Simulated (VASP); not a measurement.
Write the native input for VASP 6.6.1 that does the following.

```yaml
Task: single point
Functional: PBEsol
Potentials_or_basis: VASP PAW PBE potentials, release 64 (Os)
Cutoff: 520 eV
k_mesh: 15 × 15 × 9
Occupations: fermi-dirac, width 0.05 eV
Spin: no spin polarisation
Dipole_correction: no
Further_INCAR_settings: ALGO = Normal; EDIFF = 1e-06; NBANDS = 15
```

The structure of Os lies in POSCAR:

```
Os
1.0
    2.8161229748      0.0000000000      0.0000000000
   -1.4080614874      2.4388340364      0.0000000000
    0.0000000000      0.0000000000      4.3197000000
Os
2
Direct
    0.3333333333      0.6666666667      0.2500000000
    0.6666666667      0.3333333333      0.7500000000
```

This cell differs from its parent crystal: equal xx and yy strain of +3 %.

The input as run:

INCAR

```
PREC = Accurate
ENCUT = 520
EDIFF = 1E-6
ISMEAR = -1
SIGMA = 0.05
LREAL = F
LASPH = T
NELM = 60
ALGO = Normal
ISIF = 2
LWAVE = F
LCHARG = T
GGA = PS
LELF = T
LVHAR = T
NBANDS = 15
```

KPOINTS

```
regular mesh
0
Gamma
  15 15 9
```

Potentials or basis: VASP PAW PBE potentials, release 64 (Os).

Run with:

```sh
$ cat potpaw_PBE.64/Os/POTCAR > POTCAR
$ mpirun -np 1 vasp_std > vasp.out
```

Results of the run:

- Pressure: -23.6 GPa
- Band gap on the k mesh: zero (band 8 reaches 10.13 eV, above the bottom of band 9 at 6.63 eV)

Caveat: the cell differs from its parent crystal (equal xx and yy strain of +3 %); the PAW data sets were made with another functional, which shifts forces and pressure a little; spin-orbit coupling is left out, which moves the levels of the heavy elements.

Wall time 29 s on 1 thread of Intel(R) Xeon(R) Platinum 8375C CPU @ 2.90GHz (Ice Lake), on a shared host, peak memory 0.18 GiB.
